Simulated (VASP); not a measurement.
# Nb (Im-3m) in VASP: notebook

Nb is run at these levels: PBE; tasks: single point.

Everything below comes from runs of VASP 6.6.1. Logs are shortened: lines on timing, memory, paths and dates and some standing lists are left out, and cuts for length are marked.

### Step 1. The cell of the first run

Symmetry: Im-3m, No. 229, cubic system. The conventional cell has a = 3.310 Å, b = 3.310 Å, c = 3.310 Å, α = 90.00°, β = 90.00°, γ = 90.00°. Nb (site symmetry m-3m) has 14 Nb at 2.87 to 3.31 Å within 3.8 Å.

### Step 2. Single point, PBE

The input, INCAR:

```
SYSTEM = Nb
PREC = Accurate
ENCUT = 520
EDIFF = 1E-7
ISMEAR = 1
SIGMA = 1.0
LREAL = .FALSE.
LASPH = .TRUE.
NELM = 60
ALGO = Normal
ISIF = 2
LWAVE = .FALSE.
LCHARG = .FALSE.
GGA = PE
NBANDS = 12
```

The input, KPOINTS:

```
regular mesh
0
G
  13 13 13
  0 0 0
```

The input, POSCAR:

```
Nb
1.0
   -1.6547957147      1.6547957147      1.6547957147
    1.6547957147     -1.6547957147      1.6547957147
    1.6547957147      1.6547957147     -1.6547957147
Nb
1
Direct
    0.0000000000      0.0000000000      0.0000000000
```

Potentials or basis: VASP PAW PBE potentials, release 64 (Nb_sv).

Started as:

```bash
$ cat potpaw_PBE.64/Nb_sv/POTCAR > POTCAR
$ mpirun -np 1 vasp_std > vasp.out
```

OUTCAR:

```text
SYSTEM = Nb
   PREC = Accurate
   ENCUT = 520
   EDIFF = 1E-7
   ISMEAR = 1
   LREAL = .FALSE.
   LASPH = .TRUE.
   NELM = 60
   ISIF = 2
   GGA = PE

 ion  position               nearest neighbor table
   1  0.000  0.000  0.000-

  LATTYP: Found a body centered cubic cell.
 ALAT       =     3.3095914294

  Lattice vectors:

 A1 = (  -1.6547957147,   1.6547957147,   1.6547957147)
 A2 = (   1.6547957147,  -1.6547957147,   1.6547957147)
 A3 = (   1.6547957147,   1.6547957147,  -1.6547957147)

Analysis of symmetry for initial positions (statically):
=====================================================================
 Subroutine PRICEL returns:
 Original cell was already a primitive cell.

 Routine SETGRP: Setting up the symmetry group for a
 body centered cubic supercell.

 Subroutine GETGRP returns: Found 48 space group operations
 (whereof 48 operations were pure point group operations)
 out of a pool of 48 trial point group operations.

The static configuration has the point symmetry O_h .

Analysis of symmetry for dynamics (positions and initial velocities):
=====================================================================
 Subroutine PRICEL returns:
 Original cell was already a primitive cell.

 Routine SETGRP: Setting up the symmetry group for a
 body centered cubic supercell.

 Subroutine GETGRP returns: Found 48 space group operations
 (whereof 48 operations were pure point group operations)
 out of a pool of 48 trial point group operations.

The dynamic configuration has the point symmetry O_h .

 Subroutine INISYM returns: Found 48 space group operations
 (whereof 48 operations are pure point group operations),
 and found     1 'primitive' translations

----------------------------------------------------------------------------------------

                                     Primitive cell

  volume of cell :      18.1256

  direct lattice vectors                    reciprocal lattice vectors
    -1.654795715  1.654795715  1.654795715     0.000000000  0.302152100  0.302152100
     1.654795715 -1.654795715  1.654795715     0.302152100  0.000000000  0.302152100
     1.654795715  1.654795715 -1.654795715     0.302152100  0.302152100  0.000000000

  length of vectors
[... 85 lines left out ...]
   NFREE  =      0    steps in history (QN), initial steepest desc. (CG)
   ISIF   =      2    stress and relaxation
   ISYM   =      2    0-nonsym 1-usesym 2-fastsym
   POTIM  = 0.5000    time-step for ionic-motion
   TEBEG  =    0.0;   TEEND  =   0.0 temperature during run
   PSTRESS=    0.0 pullay stress
   NELECT =      13.0000    total number of electrons
   NUPDOWN=      -1.0000    fix difference up-down
   EMIN   =  10.00;   EMAX   =-10.00  energy-range for DOS
   EFERMI =   0.00;   METHOD = LEGACY
   ISMEAR =     1;   SIGMA  =   1.00  broadening in eV -4-tet -1-fermi 0-gaus
   EFERMI_NEDOS =   21; number of points for ismear=-14 and -15
   IALGO  =     38    algorithm
   IMIX   =      4    mixing-type and parameters
     AMIX     =   0.40;   BMIX     =  1.00
     AMIX_MAG =   1.60;   BMIX_MAG =  1.00
  volume/ion in A,a.u.               =      18.13       122.32
  Fermi-wavevector in a.u.,A,eV,Ry     =   1.465407  2.769217 29.217387  2.147417
  Thomas-Fermi vector in A             =   2.581267
   LORBIT       =      0    0 simple, 1 ext, 2 COOP (PROOUT), +10 PAW based schemes
   GGA     = PE    functional components
   LHFCALC =     F    Hartree Fock is set to
   AEXX    =    0.0000 exact exchange contribution
   IVDW    =     0    specifies the selected vdW correction
   LEPSILON=     F    determine dielectric tensor
   LRPA    =     F    only Hartree local field effects (RPA)
 non-spin polarized calculation
 Methfessel and Paxton  Order N= 1 SIGMA  =   1.00
  energy-cutoff  :      520.00
  volume of cell :       18.13
 maximum number of plane-waves:       496
 NGX is ok and might be reduce to    24
   NGX = 11   NGY = 11   NGZ = 11

 number of electron      13.0000000 magnetization

 Free energy of the ion-electron system (eV)
  ---------------------------------------------------
  ext. energy  EPLUGINS =         0.00000000
  ---------------------------------------------------
  free energy    TOTEN  =       -10.24293303 eV

  energy without entropy =      -10.20654241  energy(sigma->0) =      -10.23080282

 E-fermi :  11.1614     XC(G=0): -12.4672

 val. band max:       11.1258730582   @ k =  -0.1538   0.1538   0.0769
 cond. band min:      11.1954469255   @ k =   0.3077   0.1538   0.0000
 fundamental gap:      0.0695738673
 Fermi energy:        11.1614320290

 k-point     1 :       0.0000    0.0000    0.0000
  band No.  band energies     occupation
      1     -43.2816      2.00000
      2     -18.5923      2.00000
      3     -18.5923      2.00000
      4     -18.5923      2.00000
      5       5.1574      2.00000
      6      11.4617      0.51627
      7      11.4617      0.51627
      8      11.4617      0.51627
      9      14.3503     -0.00006
     10      14.3503     -0.00006
     11      25.2937     -0.00000
     12      25.2937     -0.00000
[... 331 lines left out ...]
 k-point    24 :       0.2308    0.0769    0.0769
  band No.  band energies     occupation
      1     -43.1091      2.00000
      2     -19.5434      2.00000
      3     -18.8813      2.00000
      4     -18.6682      2.00000
      5       7.9523      2.00006
      6       9.8773      2.06991
      7      10.5725      1.82993
      8      14.1650     -0.00018
      9      14.6802     -0.00001
     10      15.8367     -0.00000
     11      25.0715     -0.00000
     12      25.7454     -0.00000

 [... further k-points ...]

------------------------ aborting loop because EDIFF is reached ----------------------------------------

  FORCE on cell =-STRESS in cart. coord.  units (eV):
  Direction    XX          YY          ZZ          XY          YZ          ZX
  --------------------------------------------------------------------------------------
  -------------------------------------------------------------------------------------
  Total       -0.0236005     -0.0236005     -0.0236005     -0.0000000      0.0000000     -0.0000000
  in kB       -2.0861136     -2.0861136     -2.0861136     -0.0000000      0.0000000     -0.0000000
  external PRESSURE =      -2.0861136 kB  Pullay stress =       0.0000000 kB

 VOLUME and BASIS-vectors are now :
 -----------------------------------------------------------------------------
  energy-cutoff  :      520.00
  volume of cell :       18.13
      direct lattice vectors                 reciprocal lattice vectors
    -1.654795715  1.654795715  1.654795715     0.000000000  0.302152100  0.302152100
     1.654795715 -1.654795715  1.654795715     0.302152100  0.000000000  0.302152100
     1.654795715  1.654795715 -1.654795715     0.302152100  0.302152100  0.000000000

 POSITION                                       TOTAL-FORCE (eV/Angst)
 -----------------------------------------------------------------------------------
      0.00000      0.00000      0.00000         0.000000      0.000000     -0.000000
 -----------------------------------------------------------------------------------
    total drift:                                0.000000      0.000000      0.000000

  FREE ENERGIE OF THE ION-ELECTRON SYSTEM (eV)
  ---------------------------------------------------
  free  energy   TOTEN  =       -10.2429330334 eV

  energy  without entropy=      -10.2065424071  energy(sigma->0) =      -10.23080282
```

OSZICAR:

```text
N       E                     dE             d eps       ncg     rms          rms(c)
DAV:   1     0.117559503683E+03    0.11756E+03   -0.71778E+03  2016   0.108E+03
DAV:   2    -0.573263265400E+01   -0.12329E+03   -0.11853E+03  2184   0.388E+02
DAV:   3    -0.103493475419E+02   -0.46167E+01   -0.43982E+01  2956   0.671E+01
DAV:   4    -0.106577997024E+02   -0.30845E+00   -0.30636E+00  2828   0.152E+01
DAV:   5    -0.106665963416E+02   -0.87966E-02   -0.87940E-02  2908   0.230E+00    0.705E+00
DAV:   6    -0.102816765744E+02    0.38492E+00   -0.59429E-01  3220   0.977E+00    0.247E+00
DAV:   7    -0.102375410606E+02    0.44136E-01   -0.18120E-01  3332   0.537E+00    0.952E-01
DAV:   8    -0.102428669096E+02   -0.53258E-02   -0.12308E-02  2412   0.147E+00    0.374E-02
DAV:   9    -0.102429224280E+02   -0.55518E-04   -0.94367E-04  3200   0.279E-01    0.425E-02
DAV:  10    -0.102429403198E+02   -0.17892E-04   -0.27435E-05  2308   0.676E-02    0.153E-02
DAV:  11    -0.102429335014E+02    0.68184E-05   -0.57799E-06  2712   0.408E-02    0.277E-03
DAV:  12    -0.102429332151E+02    0.28630E-06   -0.23877E-07  2696   0.554E-03    0.171E-03
DAV:  13    -0.102429330477E+02    0.16742E-06   -0.14886E-08  1428   0.168E-03    0.308E-04
DAV:  14    -0.102429330334E+02    0.14335E-07   -0.34079E-09  1252   0.920E-04
   1 F= -.10242933E+02 E0= -.10230803E+02  d E =-.363906E-01
```

stdout:

```text
POSCAR found type information on POSCAR Nb
 POSCAR found :  1 types and       1 ions
 scaLAPACK will be used
 LDA part: xc-table for (Slater+PW92), standard interpolation
 POSCAR, INCAR and KPOINTS ok, starting setup
 FFT: planning ... GRIDC
 FFT: planning ... GRID_SOFT
 FFT: planning ... GRID
 WAVECAR not read
 entering main loop
```

It took 19 s on 1 thread of AMD EPYC 9R14 (Zen 4), shared host; peak memory 0.12 GiB.

Results:

```
Free energy : -10.2429 eV
Pressure    : -0.2 GPa
```

Levels at points of the mesh, in eV from the Fermi level:
```tsv
k point	band 4	band 5	band 6	band 7	band 8	band 9
(0.00, 0.00, 0.00)	-29.75	-6.00	0.30	0.30	0.30	3.19
```

### Step 3. Single point, PBE

The input, INCAR:

```
SYSTEM = Nb
ALGO = Normal
EDIFF = 1E-7
ENCUT = 520
GGA = PE
ISIF = 2
ISMEAR = 1
LASPH = .True.
LCHARG = .False.
LREAL = .False.
LWAVE = .False.
NBANDS = 12
NELM = 100
PREC = Accurate
SIGMA = 0.1
```

The input, KPOINTS:

```
k-points
0
Gamma
  13 13 13
  0 0 0
```

POSCAR is that of step 2.

Potentials or basis: VASP PAW PBE potentials, release 64 (Nb_sv).

Started as:

```bash
$ cat potpaw_PBE.64/Nb_sv/POTCAR > POTCAR
$ mpirun -np 1 vasp_std > vasp.out
```

OUTCAR:

```text
SYSTEM = Nb
   EDIFF = 1E-7
   ENCUT = 520
   GGA = PE
   ISIF = 2
   ISMEAR = 1
   LASPH = .True.
   LREAL = .False.
   NELM = 100
   PREC = Accurate

 ion  position               nearest neighbor table
   1  0.000  0.000  0.000-

  LATTYP: Found a body centered cubic cell.
 ALAT       =     3.3095914294

  Lattice vectors:

 A1 = (  -1.6547957147,   1.6547957147,   1.6547957147)
 A2 = (   1.6547957147,  -1.6547957147,   1.6547957147)
[... 538 lines left out ...]
     10      15.8404      0.00000
     11      25.0728      0.00000
     12      25.7479      0.00000

 [... further k-points ...]

------------------------ aborting loop because EDIFF is reached ----------------------------------------

  FORCE on cell =-STRESS in cart. coord.  units (eV):
  Direction    XX          YY          ZZ          XY          YZ          ZX
  --------------------------------------------------------------------------------------
  -------------------------------------------------------------------------------------
  Total       -0.0986773     -0.0986773     -0.0986773      0.0000000      0.0000000      0.0000000
  in kB       -8.7223707     -8.7223707     -8.7223707      0.0000000      0.0000000      0.0000000
  external PRESSURE =      -8.7223707 kB  Pullay stress =       0.0000000 kB

 VOLUME and BASIS-vectors are now :
 -----------------------------------------------------------------------------
  energy-cutoff  :      520.00
  volume of cell :       18.13
      direct lattice vectors                 reciprocal lattice vectors
    -1.654795715  1.654795715  1.654795715     0.000000000  0.302152100  0.302152100
     1.654795715 -1.654795715  1.654795715     0.302152100  0.000000000  0.302152100
     1.654795715  1.654795715 -1.654795715     0.302152100  0.302152100  0.000000000

 POSITION                                       TOTAL-FORCE (eV/Angst)
 -----------------------------------------------------------------------------------
      0.00000      0.00000      0.00000         0.000000      0.000000      0.000000
 -----------------------------------------------------------------------------------
    total drift:                               -0.000000      0.000000      0.000000

  FREE ENERGIE OF THE ION-ELECTRON SYSTEM (eV)
  ---------------------------------------------------
  free  energy   TOTEN  =       -10.2225160352 eV

  energy  without entropy=      -10.2237612060  energy(sigma->0) =      -10.22293109
```

OSZICAR:

```text
N       E                     dE             d eps       ncg     rms          rms(c)
DAV:   1     0.117566057731E+03    0.11757E+03   -0.71778E+03  2016   0.108E+03
DAV:   2    -0.572015930353E+01   -0.12329E+03   -0.11853E+03  2184   0.388E+02
DAV:   3    -0.103292639474E+02   -0.46091E+01   -0.43880E+01  2956   0.670E+01
DAV:   4    -0.106337355186E+02   -0.30447E+00   -0.30268E+00  2828   0.151E+01
DAV:   5    -0.106425708922E+02   -0.88354E-02   -0.88323E-02  2908   0.231E+00    0.705E+00
DAV:   6    -0.102616651447E+02    0.38091E+00   -0.58805E-01  3224   0.972E+00    0.246E+00
DAV:   7    -0.102172776138E+02    0.44388E-01   -0.17984E-01  3332   0.535E+00    0.946E-01
DAV:   8    -0.102224573398E+02   -0.51797E-02   -0.12381E-02  2412   0.148E+00    0.361E-02
DAV:   9    -0.102225054898E+02   -0.48150E-04   -0.89320E-04  3116   0.260E-01    0.411E-02
DAV:  10    -0.102225230238E+02   -0.17534E-04   -0.29668E-05  2320   0.687E-02    0.154E-02
DAV:  11    -0.102225165633E+02    0.64605E-05   -0.59815E-06  2764   0.408E-02    0.271E-03
DAV:  12    -0.102225162036E+02    0.35971E-06   -0.24645E-07  2636   0.585E-03    0.183E-03
DAV:  13    -0.102225160476E+02    0.15599E-06   -0.13628E-08  1432   0.155E-03    0.315E-04
DAV:  14    -0.102225160352E+02    0.12394E-07   -0.33643E-09  1216   0.913E-04
   1 F= -.10222516E+02 E0= -.10222931E+02  d E =0.124517E-02
```

stdout:

```text
POSCAR found type information on POSCAR Nb
 POSCAR found :  1 types and       1 ions
 scaLAPACK will be used
 LDA part: xc-table for (Slater+PW92), standard interpolation
 POSCAR, INCAR and KPOINTS ok, starting setup
 FFT: planning ... GRIDC
 FFT: planning ... GRID_SOFT
 FFT: planning ... GRID
 WAVECAR not read
 entering main loop
```

Wall time 17 s (1 thread of AMD EPYC 9R14 (Zen 4), shared host); peak memory 0.11 GiB.

What came out:

- Free energy: -10.2225 eV
- Pressure: -0.9 GPa

### Step 4. Single point, PBE

The input, INCAR:

```
PREC = Accurate
ENCUT = 520
EDIFF = 1E-7
ISMEAR = 1
SIGMA = 0.2
LREAL = F
LASPH = T
NELM = 60
ALGO = Normal
ISIF = 2
LWAVE = F
LCHARG = F
GGA = PE
NBANDS = 12
```

The input, KPOINTS:

```
Automatic mesh
0
Gamma
  13 13 13
```

POSCAR is that of step 3.

Started as:

```bash
$ cat potpaw_PBE.64/Nb_sv/POTCAR > POTCAR
$ mpirun -np 1 vasp_std > vasp.out
```

Wall time 15 s (1 thread of AMD EPYC 9R14 (Zen 4), shared host); peak memory 0.11 GiB.

It converged, with:

```
Free energy : -10.2206 eV
Pressure    : -0.8 GPa
```

Levels at points of the mesh, in eV from the Fermi level:
```
           k point  band 4  band 5  band 6  band 7  band 8  band 9
(0.00, 0.00, 0.00)  -29.68   -5.94    0.37    0.37    0.37    3.26
```

### Step 5. Single point, PBE

The input, INCAR:

```
PREC = Accurate ; ENCUT = 520
EDIFF = 1E-7 ; ISMEAR = 1
SIGMA = 0.3 ; LREAL = False
LASPH = True ; NELM = 100
ALGO = Normal ; ISIF = 2
LWAVE = False ; LCHARG = False
GGA = PE ; NBANDS = 12
```

KPOINTS is that of step 4.

POSCAR is that of step 4.

Started as:

```bash
$ cat potpaw_PBE.64/Nb_sv/POTCAR > POTCAR
$ mpirun -np 1 vasp_std > vasp.out
```

Run time: 15 s. Hardware: 1 thread of AMD EPYC 9R14 (Zen 4), shared host; peak memory 0.12 GiB.

The run converged. Its results:

* Free energy: -10.2202 eV
* Pressure: -0.7 GPa

Levels at points of the mesh, in eV from the Fermi level:
| k point | band 4 | band 5 | band 6 | band 7 | band 8 | band 9 |
| --- | --- | --- | --- | --- | --- | --- |
| (0.00, 0.00, 0.00) | -29.69 | -5.94 | 0.36 | 0.36 | 0.36 | 3.25 |

(Continued in part 2 of 2.)
